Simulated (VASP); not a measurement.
Input of a VASP 6.6.1 run:

The input INCAR:

```
SYSTEM = AlAu
PREC = Accurate
ENCUT = 500
EDIFF = 1E-6
ISMEAR = 0
SIGMA = 0.05
LREAL = .False.
LASPH = .True.
NELM = 120
ALGO = Normal
ISIF = 2
LWAVE = .False.
LCHARG = .False.
GGA = CA
NBANDS = 14
GGA_COMPAT = .False.
```

File KPOINTS:

```
Automatic mesh
0
Gamma
  7 7 7
  0 0 0
```

File POSCAR:

```
AlAu
1.0
    0.0000000000      2.4973092617      2.4973092617
    2.4973092617      0.0000000000      2.4973092617
    2.4973092617      2.4973092617      0.0000000000
Al Au
1 1
Direct
    0.0000000000      0.0000000000      0.0000000000
    0.5000000000      0.5000000000      0.5000000000
```

Potentials or basis: VASP PAW LDA potentials, release 64 (Al, Au).

Command:

```sh
$ cat potpaw_LDA.64/Al/POTCAR potpaw_LDA.64/Au/POTCAR > POTCAR
$ mpirun -np 1 vasp_std > vasp.out
```

Estimate the pressure.

20.3 GPa.

Predict the band gap on the k mesh.

zero (bands 7 and 8 overlap by 6.31 eV).

Caveat: the cell stands under pressure; spin-orbit coupling is left out, which moves the levels of the heavy elements.
